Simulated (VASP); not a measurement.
# ZrB2: single point with PBE

The system is ZrB2.

```
Zr B
1.0
     3.20026    0.00000    0.00000
    -1.60013    2.77151    0.00000
     0.00000    0.00000    3.58253
Zr B
1 2
Direct
  0.00000 0.00000 0.00000
  0.33333 0.66667 0.50000
  0.66667 0.33333 0.50000
```

This cell differs from its parent crystal: volume scaled by 1.03, then relaxed in part.

* Program: VASP 6.6.1
* Task: single point
* Functional: PBE
* Potentials or basis: VASP PAW PBE potentials, release 64 (Zr_sv, B)
* Cutoff: 520 eV
* k mesh: 15 × 15 × 12
* Occupations: gaussian, width 0.1 eV
* Spin: no spin polarisation
* Dipole correction: no
* Further INCAR settings: ALGO = Normal; EDIFF = 1e-07; NBANDS = 16

The pressure is -6.5 GPa and the band gap on the k mesh is zero (band 9 reaches 10.94 eV, above the bottom of band 10 at 9.94 eV).

Levels at points of the mesh, in eV from the Fermi level:
```csv
k point,band 5,band 6,band 7,band 8,band 9,band 10,band 11,band 12,band 13,band 14
"(0.00, 0.00, 0.00)",-12.57,-2.53,-2.53,-2.52,-2.39,3.26,3.26,3.98,3.98,4.71
"(0.00, 0.00, 0.50)",-10.68,-6.87,-0.93,-0.93,0.36,0.36,0.76,0.76,1.69,5.00
```

It took 52 s on 1 thread of Intel Xeon 6975P-C, with other jobs on the host, peak memory 0.22 GiB.
